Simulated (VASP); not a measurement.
# Al11Zn8Ga5O32 (P1) in VASP: single point with PBEsol

Aim: the single point of Al11Zn8Ga5O32 with PBEsol.

Everything below comes from runs of VASP 6.6.1. Logs are shortened: lines on timing, memory, paths and dates and some standing lists are left out, and cuts for length are marked.

**1. The cell of the first run**

The typed cell holds 56 atoms: a = 8.170 Å, b = 8.170 Å, c = 8.170 Å, α = 90.00°, β = 90.00°, γ = 90.00°.

**2. Single point, PBEsol**

The input, INCAR:

```
ALGO = Normal ; EDIFF = 1E-6
ENCUT = 520 ; GGA = PS
ISIF = 2 ; ISMEAR = -1
ISYM = 0 ; LASPH = True
LCHARG = True ; LELF = True
LREAL = Auto ; LVHAR = True
LWAVE = False ; NBANDS = 227
NELM = 60 ; PREC = Accurate
SIGMA = 0.05
```

The input, KPOINTS:

```
Automatic mesh
0
Gamma
  1 1 1
  0.25 0.25 0.25
```

The input, POSCAR:

```
Al11Zn8Ga5O32
1.0
    8.1696716187      0.0000000000      0.0000000000
    0.0000000000      8.1696716187      0.0000000000
    0.0000000000      0.0000000000      8.1696716187
Zn Al O Ga
8 11 32 5
Direct
    0.8797990000      0.3732720000      0.3738770000
    0.3708550000      0.8751930000      0.3738240000
    0.3704060000      0.3732620000      0.8757820000
    0.1265900000      0.1243160000      0.1257440000
    0.8800200000      0.8753130000      0.8759600000
    0.6245490000      0.6262050000      0.1260020000
    0.6246400000      0.1243490000      0.6237620000
    0.1266000000      0.6259500000      0.6241120000
    0.4957120000      0.0008450000      0.0008450000
    0.0038680000      0.5002820000      0.0005210000
    0.2489360000      0.7507540000      0.0014470000
    0.0022640000      0.9987870000      0.5013760000
    0.2488160000      0.2481580000      0.4987910000
    0.2488090000      0.4986980000      0.2483630000
    0.4956840000      0.2486940000      0.2487240000
    0.7541750000      0.7504870000      0.4991900000
    0.2488270000      0.0012460000      0.7508450000
    0.0022710000      0.7482560000      0.2509120000
    0.0037710000      0.2492210000      0.7493820000
    0.5054660000      0.0150850000      0.2344460000
    0.7314250000      0.2399430000      0.2414120000
    0.5063500000      0.2345730000      0.0149700000
    0.7315310000      0.0079660000      0.0094110000
    0.0157420000      0.5129760000      0.2351020000
    0.2356600000      0.7340580000      0.2363140000
    0.0153080000      0.7361070000      0.0157040000
    0.2368570000      0.5155150000      0.0139970000
    0.0157730000      0.0147210000      0.7367520000
    0.2364590000      0.2354030000      0.7338610000
    0.0151480000      0.2340820000      0.5137060000
    0.2359480000      0.0130400000      0.5152900000
    0.2619570000      0.2638000000      0.2643230000
    0.4825220000      0.4830300000      0.2551690000
    0.4829730000      0.2562650000      0.4829120000
    0.2573410000      0.4835590000      0.4828910000
    0.5115110000      0.5107400000      0.7388490000
    0.7429120000      0.7419070000      0.7326310000
    0.5184440000      0.7420990000      0.5076330000
    0.7430580000      0.5169790000      0.5077840000
    0.7680190000      0.7571370000      0.2658210000
    0.9932370000      0.9835680000      0.2660920000
    0.9887130000      0.7638720000      0.4857420000
    0.7678480000      0.9840820000      0.4926890000
    0.7697400000      0.2592140000      0.7581150000
    0.9966820000      0.4838180000      0.7659780000
    0.9938530000      0.2647920000      0.9848960000
    0.7697350000      0.4918740000      0.9907650000
    0.2577410000      0.7667900000      0.7661230000
    0.4826950000      0.9943720000      0.7663610000
    0.4831940000      0.7665240000      0.9931990000
    0.2616230000      0.9854020000      0.9859190000
    0.7502330000      0.2498790000      0.9997970000
    0.7491740000      0.9983800000      0.2511970000
    0.5002390000      0.4994030000      0.4967480000
    0.7548730000      0.5009500000      0.7488720000
    0.5003380000      0.7529160000      0.7501480000
```

Potentials or basis: VASP PAW PBE potentials, release 64 (Zn, Al, O, Ga_d).

Run with:

```
$ cat potpaw_PBE.64/Zn/POTCAR potpaw_PBE.64/Al/POTCAR potpaw_PBE.64/O/POTCAR potpaw_PBE.64/Ga_d/POTCAR > POTCAR
$ mpirun -np 1 vasp_std > vasp.out
```

OUTCAR:

```text
EDIFF = 1E-6
   ENCUT = 520
   GGA = PS
   ISIF = 2
   ISMEAR = -1
   ISYM = 0
   LASPH = True
   LREAL = Auto
   NELM = 60
   PREC = Accurate

 ion  position               nearest neighbor table
   1  0.880  0.373  0.374-  30 1.95  24 1.95  39 1.96  21 1.96
   2  0.371  0.875  0.374-  25 1.95  20 1.95  31 1.95  38 1.96
   3  0.370  0.373  0.876-  29 1.95  22 1.95  27 1.95  36 1.96
   4  0.127  0.124  0.126-  32 1.95  51 1.95  46 1.95  41 1.96
   5  0.880  0.875  0.876-  37 1.95  26 1.95  28 1.95  23 1.96
   6  0.625  0.626  0.126-  40 1.96  50 1.96  33 1.96  47 1.96
   7  0.625  0.124  0.624-  44 1.96  34 1.96  43 1.96  49 1.96
   8  0.127  0.626  0.624-  42 1.95  48 1.95  45 1.95  35 1.96
   9  0.496  0.001  0.001-  20 1.91  22 1.91  50 1.92  49 1.92  51 1.92  23 1.93  15 2.86  11 2.87
                            17 2.87  56 2.88  52 2.91  53 2.91
  10  0.004  0.500  0.001-  27 1.91  47 1.92  24 1.92  45 1.92  46 1.93  26 1.93  14 2.85  11 2.86
                            18 2.88  55 2.89  19 2.90  52 2.91
  11  0.249  0.751  0.001-  26 1.92  50 1.92  51 1.92  25 1.93  27 1.93  48 1.93  10 2.86  18 2.87
                             9 2.87  14 2.88  17 2.89  56 2.90
  12  0.002  0.999  0.501-  31 1.92  43 1.92  42 1.93  41 1.93  30 1.93  28 1.93  13 2.86  17 2.87
                            16 2.87  19 2.88  18 2.89  53 2.91
  13  0.249  0.248  0.499-  30 1.92  34 1.92  32 1.92  29 1.93  31 1.93  35 1.93  19 2.86  12 2.86
[... 43 lines left out ...]
  50  0.483  0.767  0.993-   9 1.92  11 1.92   6 1.96  56 1.99
  51  0.262  0.985  0.986-   9 1.92  11 1.92  17 1.93   4 1.95
  52  0.750  0.250  1.000-  21 1.98  44 1.98  23 1.98  47 1.98  46 2.00  22 2.00  55 2.90  53 2.91
                            15 2.91   9 2.91  19 2.91  10 2.91
  53  0.749  0.998  0.251-  21 1.98  40 1.98  23 1.98  43 1.98  20 2.00  41 2.00  16 2.86  52 2.91
                            18 2.91  12 2.91  15 2.91   9 2.91
  54  0.500  0.499  0.497-  36 1.98  33 1.98  38 1.99  39 1.99  35 1.99  34 1.99  15 2.88  14 2.89
                            13 2.90  16 2.92
  55  0.755  0.501  0.749-  37 1.98  39 1.98  44 1.98  47 1.98  45 1.99  36 1.99  16 2.88  19 2.89
                            10 2.89  52 2.90
  56  0.500  0.753  0.750-  49 1.98  36 1.98  38 1.99  37 1.99  48 1.99  50 1.99   9 2.88  17 2.89
                            11 2.90  16 2.92

IMPORTANT INFORMATION: All symmetrisations will be switched off!
NOSYMM: (Re-)initialisation of all symmetry stuff for point group C_1.

----------------------------------------------------------------------------------------

                                     Primitive cell

  volume of cell :     545.2728

  direct lattice vectors                    reciprocal lattice vectors
     8.169671619  0.000000000  0.000000000     0.122403941  0.000000000  0.000000000
     0.000000000  8.169671619  0.000000000     0.000000000  0.122403941  0.000000000
     0.000000000  0.000000000  8.169671619     0.000000000  0.000000000  0.122403941

  length of vectors
     8.169671619  8.169671619  8.169671619     0.122403941  0.122403941  0.122403941

  position of ions in fractional coordinates (direct lattice)
     0.879799000  0.373272000  0.373877000
     0.370855000  0.875193000  0.373824000
     0.370406000  0.373262000  0.875782000
     0.126590000  0.124316000  0.125744000
     0.880020000  0.875313000  0.875960000
     0.624549000  0.626205000  0.126002000
[... 48 lines left out ...]
     0.754873000  0.500950000  0.748872000
     0.500338000  0.752916000  0.750148000

  ion indices of the primitive-cell ions
   primitive index   ion index
                 1           1
                 2           2
                 3           3
                 4           4
                 5           5
                 6           6
[... 48 lines left out ...]
                55          55
                56          56

----------------------------------------------------------------------------------------

 KPOINTS: Automatic mesh

Automatic generation of k-mesh.
 Grid dimensions read from file:
 generate k-points for:    1    1    1

 Generating k-lattice:

  Cartesian coordinates                     Fractional coordinates (reciprocal lattice)
     0.122403941  0.000000000  0.000000000     1.000000000  0.000000000  0.000000000
     0.000000000  0.122403941  0.000000000     0.000000000  1.000000000  0.000000000
     0.000000000  0.000000000  0.122403941     0.000000000  0.000000000  1.000000000

  Length of vectors
     0.122403941  0.122403941  0.122403941

  Shift w.r.t. Gamma in fractional coordinates (k-lattice)
     0.250000000  0.250000000  0.250000000

 Subroutine IBZKPT returns following result:
 ===========================================

 Found      4 irreducible k-points:

 Following reciprocal coordinates:
            Coordinates               Weight
  0.250000  0.250000  0.250000      2.000000
 -0.250000  0.250000  0.250000      2.000000
 -0.250000 -0.250000  0.250000      2.000000
  0.250000 -0.250000  0.250000      2.000000
   k-points           NKPTS =      4   k-points in BZ     NKDIM =      4   number of bands    NBANDS=    227
   number of dos      NEDOS =    301   number of ions     NIONS =     56
   total plane-waves  NPLWV = 262144
   dimension x,y,z NGX =    64 NGY =   64 NGZ =   64
   dimension x,y,z NGXF=   128 NGYF=  128 NGZF=  128
   ions per type =               8  11  32   5
   NGX,Y,Z   is equivalent  to a cutoff of  13.02, 13.02, 13.02 a.u.
   NGXF,Y,Z  is equivalent  to a cutoff of  26.05, 26.05, 26.05 a.u.
 SYSTEM =  unknown system
   PREC   = accura    normal or accurate (medium, high low for compatibility)
   ISTART =      0    job   : 0-new  1-cont  2-samecut
   ICHARG =      2    charge: 1-file 2-atom 10-const
   ISPIN  =      1    spin polarized calculation?
   LNONCOLLINEAR =      F non collinear calculations
   LSORBIT =      F    spin-orbit coupling
   LASPH  =      T    aspherical Exc in radial PAW
   ENCUT  =  520.0 eV  38.22 Ry    6.18 a.u.  15.19 15.19 15.19*2*pi/ulx,y,z
   NELM   =     60;   NELMIN=  2; NELMDL= -5     # of ELM steps
   EDIFF  = 0.1E-05   stopping-criterion for ELM
   LREAL  =      T    real-space projection
   EDIFFG = 0.1E-04   stopping-criterion for IOM
   NSW    =      0    number of steps for IOM
   IBRION =     -1    ionic relax: 0-MD 1-quasi-New 2-CG
   NFREE  =      0    steps in history (QN), initial steepest desc. (CG)
   ISIF   =      2    stress and relaxation
   ISYM   =      0    0-nonsym 1-usesym 2-fastsym
   POTIM  = 0.5000    time-step for ionic-motion
   TEBEG  =    0.0;   TEEND  =   0.0 temperature during run
   PSTRESS=    0.0 pullay stress
   NELECT =     386.0000    total number of electrons
   NUPDOWN=      -1.0000    fix difference up-down
   EMIN   =  10.00;   EMAX   =-10.00  energy-range for DOS
   EFERMI =   0.00;   METHOD = LEGACY
   ISMEAR =    -1;   SIGMA  =   0.05  broadening in eV -4-tet -1-fermi 0-gaus
   EFERMI_NEDOS =   21; number of points for ismear=-14 and -15
   IALGO  =     38    algorithm
   IMIX   =      4    mixing-type and parameters
     AMIX     =   0.40;   BMIX     =  1.00
     AMIX_MAG =   1.60;   BMIX_MAG =  1.00
  volume/ion in A,a.u.               =       9.74        65.71
  Fermi-wavevector in a.u.,A,eV,Ry     =   1.459036  2.757178 28.963891  2.128786
  Thomas-Fermi vector in A             =   2.575650
   LORBIT       =      0    0 simple, 1 ext, 2 COOP (PROOUT), +10 PAW based schemes
   GGA     = PS    functional components
   LHFCALC =     F    Hartree Fock is set to
   AEXX    =    0.0000 exact exchange contribution
   IVDW    =     0    specifies the selected vdW correction
   LEPSILON=     F    determine dielectric tensor
   LRPA    =     F    only Hartree local field effects (RPA)
 non-spin polarized calculation
  energy-cutoff  :      520.00
  volume of cell :      545.27
 maximum number of plane-waves:     14676
 NGX is ok and might be reduce to    64
   NGX = 31   NGY = 31   NGZ = 31

 number of electron     386.0000099 magnetization

 Free energy of the ion-electron system (eV)
  ---------------------------------------------------
  ext. energy  EPLUGINS =         0.00000000
  ---------------------------------------------------
  free energy    TOTEN  =      -377.02087946 eV

  energy without entropy =     -377.02087946  energy(sigma->0) =     -377.02087946

 E-fermi :   5.0063     XC(G=0): -11.7845

 val. band max:        3.7447781362   @ k =   0.2500   0.2500   0.2500
 cond. band min:       8.2353085186   @ k =  -0.2500   0.2500   0.2500
 fundamental gap:      4.4905303824
 Fermi energy:         5.0063402250

 k-point     1 :       0.2500    0.2500    0.2500
  band No.  band energies     occupation
      1     -14.9445      2.00000
      2     -14.5879      2.00000
      3     -14.5768      2.00000
      4     -14.5692      2.00000
      5     -14.0898      2.00000
      6     -14.0788      2.00000
[... 197 lines left out ...]
    204      11.0263      0.00000
    205      11.2808      0.00000

 k-point     2 :      -0.2500    0.2500    0.2500
  band No.  band energies     occupation
      1     -14.9440      2.00000
      2     -14.5883      2.00000
      3     -14.5775      2.00000
      4     -14.5701      2.00000
      5     -14.0884      2.00000
      6     -14.0775      2.00000
[... 197 lines left out ...]
    204      11.0200      0.00000
    205      11.2742      0.00000

 k-point     3 :      -0.2500   -0.2500    0.2500
  band No.  band energies     occupation
      1     -14.9439      2.00000
      2     -14.5842      2.00000
      3     -14.5790      2.00000
      4     -14.5735      2.00000
      5     -14.0839      2.00000
      6     -14.0803      2.00000
[... 197 lines left out ...]
    204      11.0110      0.00000
    205      11.1155      0.00000

 k-point     4 :       0.2500   -0.2500    0.2500
  band No.  band energies     occupation
      1     -14.9438      2.00000
      2     -14.5886      2.00000
      3     -14.5779      2.00000
      4     -14.5676      2.00000
      5     -14.0908      2.00000
      6     -14.0869      2.00000
[... 197 lines left out ...]
    204      11.0494      0.00000
    205      11.3756      0.00000
 [bands above 205 left out]

------------------------ aborting loop because EDIFF is reached ----------------------------------------

  FORCE on cell =-STRESS in cart. coord.  units (eV):
  Direction    XX          YY          ZZ          XY          YZ          ZX
  --------------------------------------------------------------------------------------
  -------------------------------------------------------------------------------------
  Total        2.1916533      1.7973083      1.8377188     -0.6527785     -0.5453374      0.9761993
  in kB        6.4397444      5.2810389      5.3997773     -1.9180618     -1.6023672      2.8683706
  external PRESSURE =       5.7068535 kB  Pullay stress =       0.0000000 kB

 VOLUME and BASIS-vectors are now :
 -----------------------------------------------------------------------------
  energy-cutoff  :      520.00
  volume of cell :      545.27
      direct lattice vectors                 reciprocal lattice vectors
     8.169671619  0.000000000  0.000000000     0.122403941  0.000000000  0.000000000
     0.000000000  8.169671619  0.000000000     0.000000000  0.122403941  0.000000000
     0.000000000  0.000000000  8.169671619     0.000000000  0.000000000  0.122403941

 POSITION                                       TOTAL-FORCE (eV/Angst)
 -----------------------------------------------------------------------------------
      7.18767      3.04951      3.05445         0.016361      0.023326      0.004255
      3.02976      7.15004      3.05402         0.006339      0.016960      0.013425
      3.02610      3.04943      7.15485         0.009501      0.030653     -0.005394
      1.03420      1.01562      1.02729        -0.021817     -0.029008      0.001060
      7.18947      7.15102      7.15631         0.009853      0.025654      0.005301
      5.10236      5.11589      1.02939        -0.004807     -0.016434     -0.003810
[... 48 lines left out ...]
      6.16706      4.09260      6.11804        -0.002237      0.002279      0.000738
      4.08760      6.15108      6.12846         0.001697      0.002847      0.007706
 -----------------------------------------------------------------------------------
    total drift:                                0.001580      0.013920     -0.000921

  FREE ENERGIE OF THE ION-ELECTRON SYSTEM (eV)
  ---------------------------------------------------
  free  energy   TOTEN  =      -377.0208794581 eV

  energy  without entropy=     -377.0208794580  energy(sigma->0) =     -377.02087946
```

Run time: 15 min. Hardware: 1 thread of Intel Xeon 6975P-C (Granite Rapids), shared host; peak memory 0.77 GiB.

What came out:

- Free energy: -377.0209 eV
- Pressure: 0.6 GPa
- Largest force: 0.077 eV/Å
- Band gap on the k mesh: 4.49 eV

Forces on the atoms (eV/Å):
```
Zn   0.016  0.023  0.004
Zn   0.006  0.017  0.013
Zn   0.010  0.031 -0.005
Zn  -0.022 -0.029  0.001
Zn   0.010  0.026  0.005
Zn  -0.005 -0.016 -0.004
Zn  -0.012 -0.031 -0.005
Zn  -0.002 -0.020 -0.006
Al   0.003 -0.003 -0.002
Al   0.001  0.004  0.000
Al   0.001  0.000 -0.004
Al   0.001 -0.007  0.007
Al  -0.001 -0.005  0.001
Al  -0.005  0.003  0.001
Al   0.004 -0.008 -0.003
Al  -0.001  0.005  0.002
Al   0.002 -0.007 -0.005
Al   0.001 -0.002  0.003
Al   0.002  0.001  0.001
O    0.016  0.048 -0.055
O   -0.038 -0.006  0.005
O   -0.001 -0.047  0.045
O   -0.042  0.012  0.023
O    0.039  0.029 -0.057
O   -0.011 -0.024 -0.010
O    0.011 -0.045  0.022
O   -0.055  0.021  0.043
O    0.034  0.032 -0.051
O   -0.011 -0.023 -0.007
O    0.017 -0.040  0.015
O   -0.053  0.030  0.039
O    0.009  0.027  0.006
O   -0.027 -0.024  0.024
O   -0.006  0.018 -0.008
O    0.027 -0.014 -0.020
O    0.012 -0.001 -0.007
O    0.000 -0.008 -0.035
O    0.026 -0.012 -0.014
O   -0.015  0.026 -0.005
O    0.016 -0.002  0.015
O   -0.014 -0.028  0.037
O   -0.013  0.042 -0.024
O    0.036 -0.028 -0.011
O    0.034  0.009 -0.006
O   -0.002 -0.045  0.047
O    0.002  0.043 -0.034
O    0.034 -0.012 -0.018
O   -0.008  0.023  0.017
O   -0.053 -0.003  0.055
O   -0.028  0.034  0.001
O    0.058 -0.015 -0.039
Ga  -0.006  0.002 -0.005
Ga   0.001 -0.004  0.000
Ga   0.003 -0.003 -0.003
Ga  -0.002  0.002  0.001
Ga   0.002  0.003  0.008
```

Caveat: the PAW data sets were made with another functional, which shifts forces and pressure a little; a shifted mesh leaves out Γ, where band edges can lie. A k mesh can miss the band edges.
